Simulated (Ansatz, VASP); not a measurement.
# WS2: VASP beside Ansatz

```
W S
1.0
     3.12394    0.00000    0.00000
    -1.56197    2.70541    0.00000
     0.00000    0.00000   16.93754
W S
1 2
Direct
  0.33333 0.66667 0.00000
  0.65207 0.33333 0.90715
  0.68126 0.33333 0.09285
```

Change from the starting cell: mode 4 frozen in at -0.046 Å and mode 9 at +0.000 Å (largest displacements).

Alike in both runs: task single point; functional PBEsol; dispersion D3(BJ); k mesh 12 × 12 × 2; occupations gaussian, width 0.05 eV; no spin polarisation.

```csv
,VASP,Ansatz
version,VASP 6.6.1,Ansatz 0.2.0
potentials or method,"VASP PAW PBE potentials, release 64 (W_sv, S), cutoff 520 eV","scalar-relativistic, plane waves, PAW"
valence electrons in the cell,26,26
```

|  | VASP | Ansatz | Ansatz less VASP |
| --- | --- | --- | --- |
| gap on the k mesh at the Fermi level (eV) | 1.98 | 1.98 | 0.000 |
| least direct gap on the mesh (eV) | 2.04 | 2.03 | -0.004 |
| rms of the force components (eV/Å) | 0.227 | 0.226 | -0.0011 |

VASP's potentials were made for PBE, not for PBEsol, and Ansatz warns of the same on its side. Atom by atom the forces differ by 0.010 eV/Å (rms over components).

Neither program's run includes spin-orbit coupling.
